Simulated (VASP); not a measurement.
# Ga (I4/mmm) in VASP: a series of runs, part 2 of 2

VASP 6.6.1. The steps go on from the part before.

## Step 3: Single point, PBE

This run uses another cell than the first one, of 17.72 Å³/atom.

INCAR reads:

```
SYSTEM = Ga
ALGO = Normal
EDIFF = 1E-6
ENCUT = 520
GGA = PE
ISIF = 2
ISMEAR = 0
LASPH = .True.
LCHARG = .False.
LREAL = .False.
LWAVE = .False.
NBANDS = 12
NELM = 80
PREC = Accurate
SIGMA = 0.028000000000000004
```

KPOINTS reads:

```
k-points
0
Gamma
  13 13 13
  0 0 0
```

POSCAR reads:

```
Ga
1.0
   -1.3843987196      1.3843987196      2.3112238365
    1.3843987196     -1.3843987196      2.3112238365
    1.3843987196      1.3843987196     -2.3112238365
Ga
1
Direct
    0.0000000000      0.0000000000      0.0000000000
```

Potentials or basis: VASP PAW PBE potentials, release 64 (Ga_d).

On the command line:

```
$ cat potpaw_PBE.64/Ga_d/POTCAR > POTCAR
$ mpirun -np 1 vasp_std > vasp.out
```

It took 44 s on 1 thread of Intel Xeon 8259CL, shared host; peak memory 0.16 GiB.

The run converged. Its results:

```
Free energy            : -2.8748 eV
Pressure               : 3.6 GPa
Band gap on the k mesh : zero (an odd number of electrons rules out a gap without spin polarisation)
```

Stress tensor (GPa, compression positive):
```
3.59 0.00 0.00
0.00 3.59 0.00
0.00 0.00 3.48
```

Levels at points of the mesh, in eV from the Fermi level:
| k point | band 3 | band 4 | band 5 | band 6 | band 7 | band 8 | band 9 | band 10 |
| --- | --- | --- | --- | --- | --- | --- | --- | --- |
| (0.00, 0.00, 0.00) | -14.87 | -14.87 | -14.70 | -11.49 | 12.74 | 13.05 | 13.05 | 16.42 |

Caveat: the cell stands under pressure.

## Step 4: Single point, BLYP+D4

This run uses another cell than the first one, of 18.06 Å³/atom.

INCAR reads:

```
SYSTEM = Ga
  PREC = Accurate
  ENCUT = 520
  EDIFF = 1E-6
  ISMEAR = -1
  SIGMA = 0.05
  LREAL = .False.
  LASPH = .True.
  NELM = 100
  ALGO = Normal
  ISIF = 2
  LWAVE = .False.
  LCHARG = .False.
  GGA = B5
  ALDAX = 1.0
  AGGAX = 1.0
  AGGAC = 1.0
  ALDAC = 0.0
  IVDW = 13
  VDW_S6 = 1.0
  VDW_S8 = 2.34076671
  VDW_A1 = 0.44488865
  VDW_A2 = 4.0933009
  NBANDS = 12
```

KPOINTS reads:

```
regular mesh
0
Gamma
  13 13 13
  0 0 0
```

POSCAR reads:

```
Ga
1.0
   -1.3915642904      1.3915642904      2.3317657500
    1.3915642904     -1.3915642904      2.3317657500
    1.3915642904      1.3915642904     -2.3317657500
Ga
1
Direct
    0.0000000000      0.0000000000      0.0000000000
```

On the command line:

```
$ cat potpaw_PBE.64/Ga_d/POTCAR > POTCAR
$ mpirun -np 1 vasp_std > vasp.out
```

It took 46 s on 1 thread of Intel Xeon 8259CL, shared host; peak memory 0.17 GiB.

The run converged. Its results:

* Free energy: -2.9811 eV
* Pressure: -0.1 GPa
* Band gap on the k mesh: zero (an odd number of electrons rules out a gap without spin polarisation)
* Dispersion energy per atom: -0.941 eV

Stress tensor (GPa, compression positive):
```
-0.04  0.00  0.00
 0.00 -0.04  0.00
 0.00  0.00 -0.11
```

Levels at points of the mesh, in eV from the Fermi level:
| k point | band 2 | band 3 | band 4 | band 5 | band 6 | band 7 | band 8 | band 9 | band 10 | band 11 |
| --- | --- | --- | --- | --- | --- | --- | --- | --- | --- | --- |
| (0.00, 0.00, 0.00) | -14.99 | -14.95 | -14.95 | -14.79 | -11.30 | 12.14 | 12.60 | 12.60 | 16.30 | 16.89 |

Caveat: the PAW data sets were made with another functional, which shifts forces and pressure a little.

## Step 5: Single point, BLYP+D3(BJ)

This run uses another cell than the first one, of 18.67 Å³/atom.

INCAR reads:

```
AGGAC = 1.0 ; AGGAX = 1.0
ALDAC = 0.0 ; ALDAX = 1.0
ALGO = Normal ; EDIFF = 1E-7
ENCUT = 520 ; GGA = B5
ISIF = 2 ; ISMEAR = -1
IVDW = 12 ; LASPH = True
LCHARG = False ; LREAL = False
LWAVE = False ; NBANDS = 12
NELM = 60 ; PREC = Accurate
SIGMA = 0.05 ; VDW_A1 = 0.4298
VDW_A2 = 4.2359 ; VDW_S6 = 1.0
VDW_S8 = 2.6996
```

KPOINTS reads:

```
k-points
0
Gamma
  13 13 13
```

POSCAR reads:

```
Ga
1.0
   -1.4376937594      1.4376937594      2.2575789068
    1.4376937594     -1.4376937594      2.2575789068
    1.4376937594      1.4376937594     -2.2575789068
Ga
1
Direct
    0.0000000000      0.0000000000      0.0000000000
```

Potentials or basis: VASP PAW PBE potentials, release 64 (Ga_d).

On the command line:

```
$ cat potpaw_PBE.64/Ga_d/POTCAR > POTCAR
$ mpirun -np 1 vasp_std > vasp.out
```

OUTCAR:

```text
EDIFF = 1E-7
   ENCUT = 520
   GGA = B5
   ISIF = 2
   ISMEAR = -1
   IVDW = 12
   LASPH = True
   LREAL = False
   NELM = 60
   PREC = Accurate
 IVDW          = 12

 ion  position               nearest neighbor table
   1  0.000  0.000  0.000-

  LATTYP: Found a body centered tetragonal cell.
 ALAT       =     2.8753875188
 C/A-ratio  =     1.5702780179

  Lattice vectors:

 A1 = (  -1.4376937594,   1.4376937594,   2.2575789068)
 A2 = (   1.4376937594,  -1.4376937594,   2.2575789068)
 A3 = (   1.4376937594,   1.4376937594,  -2.2575789068)

Analysis of symmetry for initial positions (statically):
=====================================================================
 Subroutine PRICEL returns:
 Original cell was already a primitive cell.

 Routine SETGRP: Setting up the symmetry group for a
 body centered tetragonal supercell.

 Subroutine GETGRP returns: Found 16 space group operations
 (whereof 16 operations were pure point group operations)
 out of a pool of 16 trial point group operations.

The static configuration has the point symmetry D_4h.

Analysis of symmetry for dynamics (positions and initial velocities):
[... 168 lines left out ...]
      4      -8.8559      2.00000
      5      -8.7433      2.00000
      6      -5.0037      2.00000
      7      18.1664      0.00000
      8      18.1844      0.00000
      9      18.1844      0.00000
     10      22.0982      0.00000
     11      22.5138      0.00000
     12      22.7599      0.00000
[... 331 lines left out ...]
 k-point    24 :       0.4615    0.1538    0.0000
  band No.  band energies     occupation
      1      -8.9724      2.00000
      2      -8.9122      2.00000
      3      -8.8707      2.00000
      4      -8.7540      2.00000
      5      -8.6816      2.00000
      6       1.5435      2.00000
      7       2.8744      2.00000
      8      12.6142      0.00000
      9      13.7258      0.00000
     10      17.8236      0.00000
     11      21.4594      0.00000
     12      25.3873      0.00000

 [... further k-points ...]

------------------------ aborting loop because EDIFF is reached ----------------------------------------

 Edisp (eV)   -0.72170

 E8    (eV) :    -0.5471

  FORCE on cell =-STRESS in cart. coord.  units (eV):
  Direction    XX          YY          ZZ          XY          YZ          ZX
  --------------------------------------------------------------------------------------
  -------------------------------------------------------------------------------------
  Total       0.00240     0.00240     0.00134     0.00000     0.00000     0.00000
  in kB       0.20611     0.20611     0.11540     0.00000     0.00000     0.00000
  external pressure =        0.18 kB  Pullay stress =        0.00 kB

 VOLUME and BASIS-vectors are now :
 -----------------------------------------------------------------------------
  energy-cutoff  :      520.00
  volume of cell :       18.67
      direct lattice vectors                 reciprocal lattice vectors
    -1.437693759  1.437693759  2.257578907     0.000000000  0.347779210  0.221476201
     1.437693759 -1.437693759  2.257578907     0.347779210  0.000000000  0.221476201
     1.437693759  1.437693759 -2.257578907     0.347779210  0.347779210  0.000000000

 POSITION                                       TOTAL-FORCE (eV/Angst)
 -----------------------------------------------------------------------------------
      0.00000      0.00000      0.00000         0.000000      0.000000      0.000000
 -----------------------------------------------------------------------------------
    total drift:                                0.000000      0.000000     -0.000000

  FREE ENERGIE OF THE ION-ELECTRON SYSTEM (eV)
  ---------------------------------------------------
  free  energy   TOTEN  =        -2.7924579668 eV

  energy  without entropy=       -2.7891384672  energy(sigma->0) =       -2.79079822
```

Run time: 59 s. Hardware: 1 thread of Intel Xeon 8259CL, shared host; peak memory 0.18 GiB.

Results:

- Free energy: -2.7925 eV
- Pressure: 0.0 GPa
- Band gap on the k mesh: zero (an odd number of electrons rules out a gap without spin polarisation)
- Dispersion energy per atom: -0.722 eV

Caveat: the PAW data sets were made with another functional, which shifts forces and pressure a little.

## Step 6: Summary

```tsv
level	cell	smearing	gap on the mesh (eV)	pressure (GPa)
revPBE+D3(BJ)	a = 2.977 Å, angles 123.5, 123.5, 84.0°, 1 atom	fermi-dirac 0.05 eV	none	0.2
PBE	a = 3.029 Å, angles 125.6, 125.6, 80.5°, 1 atom	gaussian 0.028 eV	none	3.6
BLYP+D4	a = 3.051 Å, angles 125.7, 125.7, 80.3°, 1 atom	fermi-dirac 0.05 eV	none	-0.1
BLYP+D3(BJ)	a = 3.038 Å, angles 123.5, 123.5, 84.0°, 1 atom	fermi-dirac 0.05 eV	none	0.0
```

Alike in all rows: task single point; potentials or basis VASP PAW PBE potentials, release 64 (Ga_d); no spin polarisation; k mesh 13 × 13 × 13; cutoff (eV) 520.

Caveats: the PAW data sets were made with another functional, which shifts forces and pressure a little (at least some runs); the cell stands under pressure (at least some runs).

Total energies depend on the potentials used, so only differences within one code and one set of settings carry meaning.
